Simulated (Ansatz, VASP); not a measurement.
## Two plane-wave programs on Cs

```
CELL_PARAMETERS angstrom
-3.02250 3.08295 3.02250
3.02250 -3.08295 3.02250
3.02250 3.08295 -3.02250
ATOMIC_POSITIONS crystal
Cs 0.00000 0.00000 0.00000
```

Change from the starting cell: strain +0.0200 x Voigt [0, 1, 0, 0, 0, 0], atoms carried along.

Alike in both runs: task single point; functional PBEsol; k mesh 12 × 12 × 12; occupations gaussian, width 0.15 eV; no spin polarisation.

|  | VASP | Ansatz |
| --- | --- | --- |
| version | VASP 6.6.1 | Ansatz 0.2.0 |
| potentials or method | VASP PAW PBE potentials, release 64 (Cs_sv), cutoff 520 eV | scalar-relativistic, plane waves, PAW |
| valence electrons in the cell | 9 | 9 |

|  | VASP | Ansatz | Ansatz less VASP |
| --- | --- | --- | --- |
| gap on the k mesh at the Fermi level (eV) | none | none | - |
| pressure (GPa) | -0.1 | -0.1 | +0.01 |

VASP's potentials were made for PBE, not for PBEsol. A gap of «none» marks a metal or a gap that the smearing closes. With one functional, cell and mesh, what is left measures potentials, basis and numerics.

Spin-orbit coupling is off throughout.
